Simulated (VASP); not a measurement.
Write the native input for VASP 6.6.1 that does the following.

| Item | Value |
| --- | --- |
| Task | single point |
| Functional | PBEsol |
| Potentials or basis | VASP PAW PBE potentials, release 64 (Sn_d) |
| Cutoff | 520 eV |
| k mesh | 11 × 11 × 11 |
| Occupations | fermi-dirac, width 0.05 eV |
| Spin | no spin polarisation |
| Dipole correction | no |
| Further INCAR settings | ALGO = Normal; EDIFF = 1e-06; NBANDS = 13 |

The structure of Sn lies in POSCAR:

```
Sn
1.0
   -1.7032045314      1.7515501800      2.3067389097
    1.7032045314     -1.7515501800      2.3067389097
    1.7032045314      1.7515501800     -2.3067389097
Sn
1
Direct
    0.0000000000      0.0000000000      0.0000000000
```

These files were run (other wordings do the same):

INCAR

```
SYSTEM = Sn
ALGO = Normal
EDIFF = 1E-6
ENCUT = 520
GGA = PS
ISIF = 2
ISMEAR = -1
LASPH = .TRUE.
LCHARG = .FALSE.
LREAL = .FALSE.
LWAVE = .FALSE.
NBANDS = 13
NELM = 60
PREC = Accurate
SIGMA = 0.05
```

KPOINTS

```
k-points
0
G
  11 11 11
  0 0 0
```

Potentials or basis: VASP PAW PBE potentials, release 64 (Sn_d).

Launch:

```console
$ cat potpaw_PBE.64/Sn_d/POTCAR > POTCAR
$ mpirun -np 1 vasp_std > vasp.out
```

Results of the run:

The pressure is -1.9 GPa and the band gap on the k mesh is zero (band 7 reaches 15.16 eV, above the bottom of band 8 at 5.95 eV).

Caveat: the PAW data sets were made with another functional, which shifts forces and pressure a little; spin-orbit coupling is left out, which moves the levels of the heavy elements.

Wall time 30 s on 1 thread of Intel(R) Xeon(R) Platinum 8559C (Emerald Rapids), with other jobs on the host, peak memory 0.2 GiB.
